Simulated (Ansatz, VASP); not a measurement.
## In2As2H in VASP and in Ansatz

INCAR

```
PREC     = Accurate       # precision mode
ENCUT    = 520            # plane-wave cutoff, eV
EDIFF    = 1E-7           # SCF threshold, eV
ISMEAR   = 0              # smearing method
SIGMA    = 0.1            # smearing width, eV
LREAL    = False          # projectors in reciprocal space
LASPH    = True           # aspherical terms in the spheres
NELM     = 60             # most SCF steps
ALGO     = Normal         # electronic algorithm
ISIF     = 2              # what is computed and relaxed
LWAVE    = False          # write WAVECAR
LCHARG   = True           # write CHGCAR
LDIPOL   = True         
IDIPOL   = 3            
DIPOL    = 0.5 0.5 0.338
GGA      = PE             # functional
IVDW     = 12             # dispersion correction
LELF     = True           # ELF
LVHAR    = True         
LVACPOTAV= True         
NBANDS   = 26             # bands
```

Contents of KPOINTS:

```
Automatic mesh
0
Gamma
  6 6 1
```

The input POSCAR:

```
In2As2H
1.0
    4.3220706691      0.0000000000      0.0000000000
   -2.1610353346      3.7430229964      0.0000000000
    0.0000000000      0.0000000000     21.7386927198
As In H
2 2 1
Direct
    0.0000000000      0.0000000000      0.1840037049
    0.3333333333      0.6666666667      0.3557112058
    0.3333333333      0.6666666667      0.2245875152
    0.6666666667      0.3333333333      0.3881876812
    0.8888888889      1.2222222222      0.5399907378
```

Input for Ansatz:

```yaml
crystal:
  lattice:
    - [4.3220706691, 0.0, 0.0]
    - [-2.1610353346, 3.7430229964, 0.0]
    - [0.0, 0.0, 21.7386927198]
  atoms:
    - { symbol: As, position: [0.0, 0.0, 0.1840037049] }
    - { symbol: In, position: [0.3333333333, 0.6666666667, 0.2245875152] }
    - { symbol: As, position: [0.3333333333, 0.6666666667, 0.3557112058] }
    - { symbol: In, position: [0.6666666667, 0.3333333333, 0.3881876812] }
    - { symbol: H, position: [0.8888888889, 1.2222222222, 0.5399907378] }
basis:
  ecutwfc: 420
kpoints:
  mp_grid: { grid: [6, 6, 1] }
hamiltonian:
  xc: pbe
  pseudopotentials: { kind: paw, azcp: { folder: soft_1 } }
  dispersion: d3bj
scf:
  occupations: { method: gaussian, width: 0.1 }
output:
  forces: true
  eigenvalues: true
efield:
  axis: 3
  dipole_correction: true
  ramp_width: 0.04
```

Alike in both runs: task single point; functional PBE; dispersion D3(BJ); k mesh 6 × 6 × 1; occupations gaussian, width 0.1 eV; no spin polarisation.

```csv
,VASP,Ansatz
version,VASP 6.6.1,Ansatz 0.2.0
potentials or method,"VASP PAW PBE potentials, release 64 (As, In_d, H), cutoff 520 eV","scalar-relativistic, plane waves, PAW"
valence electrons in the cell,37,57
```

|  | VASP | Ansatz | Ansatz less VASP |
| --- | --- | --- | --- |
| gap on the k mesh at the Fermi level (eV) | none | none | - |
| rms of the force components (eV/Å) | 0.203 | 0.201 | -0.0017 |
| work function, face that differs most (eV) | 6.65 | 6.66 | +0.002 |

A gap of «none» marks a metal or a gap that the smearing closes. VASP's potentials hold 37 valence electrons a cell and Ansatz's 57, so a difference there can come from the potentials and not from the codes.
